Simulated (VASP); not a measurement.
A run of VASP 6.6.1 is set up as follows.

The input INCAR:

```
SYSTEM = Sn
PREC = Accurate ; ENCUT = 520
EDIFF = 1E-6 ; ISMEAR = -1
SIGMA = 0.1 ; LREAL = .FALSE.
LASPH = .TRUE. ; NELM = 100
ALGO = Normal ; ISIF = 2
LWAVE = .FALSE. ; LCHARG = .FALSE.
GGA = PS ; NBANDS = 13
```

File KPOINTS:

```
Automatic mesh
0
G
  11 11 11
  0 0 0
```

File POSCAR:

```
Sn
1.0
   -1.8690454556      1.8690454556      1.8690454556
    1.8690454556     -1.8690454556      1.8690454556
    1.8690454556      1.8690454556     -1.8690454556
Sn
1
Direct
    0.0000000000      0.0000000000      0.0000000000
```

Potentials or basis: VASP PAW PBE potentials, release 64 (Sn_d).

Run with:

```sh
$ cat potpaw_PBE.64/Sn_d/POTCAR > POTCAR
$ mpirun -np 1 vasp_std > vasp.out
```

(1) Estimate the pressure.

(2) What does it give for the band gap on the k mesh?

Results:

(1) 0.3 GPa.

(2) zero (band 7 reaches 16.75 eV, above the bottom of band 8 at 5.91 eV).

Caveat: the PAW data sets were made with another functional, which shifts forces and pressure a little; spin-orbit coupling is left out, which moves the levels of the heavy elements.
